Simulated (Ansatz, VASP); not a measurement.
**InSb in VASP and in Ansatz**

```xyz
2
Lattice="0.0000 3.3166 3.3166 3.3166 0.0000 3.3166 3.3166 3.3166 0.0000" Properties=species:S:1:pos:R:3 pbc="T T T"
In    0.0000    0.0000    0.0000
Sb    1.6583    1.6583    1.6583
```

Alike in both runs: task single point; functional PBE; k mesh 4 × 4 × 4; occupations gaussian, width 0.078 eV; no spin polarisation.

```csv
,VASP,Ansatz
version,VASP 6.6.1,Ansatz 0.2.0
potentials or method,"VASP PAW PBE potentials, release 64 (In_d, Sb), cutoff 520 eV","scalar-relativistic, plane waves, PAW"
valence electrons in the cell,18,28
```

Ansatz gave:

```
gap on the k mesh at the Fermi level (eV) : none
pressure (GPa)                            : 0.5
```

Question: Estimate VASP's values.

Answer: gap on the k mesh at the Fermi level (eV): none; pressure (GPa): 0.4.

A gap of «none» marks a metal or a gap that the smearing closes. With one functional, cell and mesh, what is left measures potentials, basis and numerics. VASP's potentials hold 18 valence electrons a cell and Ansatz's 28, so a difference there can come from the potentials and not from the codes.

The k mesh is coarse, so the values compare programs but aren't converged. Spin-orbit coupling is off throughout.
